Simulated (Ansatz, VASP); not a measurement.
## One calculation of AlN, two programs

File POSCAR:

```
AlN
1.0
    3.1278299694      0.0000000000      0.0000000000
   -1.5639149847      2.7087802122      0.0000000000
    0.0000000000      0.0000000000     10.1332955681
Al N
4 4
Direct
    0.0000000000      0.0000000000     -0.0012654044
    0.3333333333      0.6666666667      0.2498392886
    0.0000000000      0.0000000000      0.4987345956
    0.6666666667      0.3333333333      0.7498392886
    0.0000000000      0.0000000000      0.1882105911
    0.3333333333      0.6666666667      0.4382155246
    0.0000000000      0.0000000000      0.6882105911
    0.6666666667      0.3333333333      0.9382155246
```

File INCAR.step1:

```
SYSTEM = AlN
  PREC = Accurate
  ENCUT = 520
  ISMEAR = 0
  SIGMA = 0.01
  LREAL = .FALSE.
  LASPH = .TRUE.
  NELM = 60
  NBANDS = 26
  GGA = PE
  ALGO = Normal
  EDIFF = 1E-4
  LWAVE = .TRUE.
  LCHARG = .FALSE.
```

Contents of INCAR.step2:

```
SYSTEM = AlN
  PREC = Accurate
  ENCUT = 520
  EDIFF = 1E-6
  ISMEAR = 0
  SIGMA = 0.01
  LREAL = .FALSE.
  LASPH = .TRUE.
  NELM = 60
  ALGO = Normal
  ISIF = 2
  LWAVE = .FALSE.
  LCHARG = .FALSE.
  METAGGA = R2SCAN
  LMIXTAU = .TRUE.
  NBANDS = 26
  ISTART = 1
```

KPOINTS

```
Automatic mesh
0
G
  9 9 2
  0 0 0
```

Input for Ansatz:

```yaml
crystal:
  lattice:
    - [3.1278299694, 0.0, 0.0]
    - [-1.5639149847, 2.7087802122, 0.0]
    - [0.0, 0.0, 10.1332955681]
  atoms:
    - { symbol: Al, position: [0.0, 0.0, -0.0012654044] }
    - { symbol: Al, position: [0.3333333333, 0.6666666667, 0.2498392886] }
    - { symbol: Al, position: [0.0, 0.0, 0.4987345956] }
    - { symbol: Al, position: [0.6666666667, 0.3333333333, 0.7498392886] }
    - { symbol: "N", position: [0.0, 0.0, 0.1882105911] }
    - { symbol: "N", position: [0.3333333333, 0.6666666667, 0.4382155246] }
    - { symbol: "N", position: [0.0, 0.0, 0.6882105911] }
    - { symbol: "N", position: [0.6666666667, 0.3333333333, 0.9382155246] }
kpoints:
  mp_grid: { grid: [9, 9, 2] }
hamiltonian:
  xc: r2scan
scf:
  occupations: { method: fixed }
  n_extra_bands: 6
output:
  forces: true
  stress: true
  eigenvalues: true
```

Alike in both runs: task single point; functional r2SCAN; k mesh 9 × 9 × 2; no spin polarisation.

|  | VASP | Ansatz |
| --- | --- | --- |
| version | VASP 6.6.1 | Ansatz 0.2.0 |
| potentials or method | VASP PAW PBE potentials, release 64 (Al, N) | plane waves, PAW |
| plane-wave cutoff (eV) | 520 | 500 |
| occupations | gaussian, width 0.01 eV | fixed |
| valence electrons in the cell | 32 | 32 |

```tsv
	VASP	Ansatz	Ansatz less VASP
gap on the k mesh at the Fermi level (eV)	4.63	4.59	-0.038
pressure (GPa)	-6.3	-5.9	+0.40
traceless stress, the component that is largest in VASP (GPa)	0.13	0.12	-0.009
rms of the force components (eV/Å)	0.003	0.003	+0.0001
```

VASP's potentials were made for PBE, not for r2SCAN. Atom by atom the forces differ by 0.001 eV/Å (rms over components).
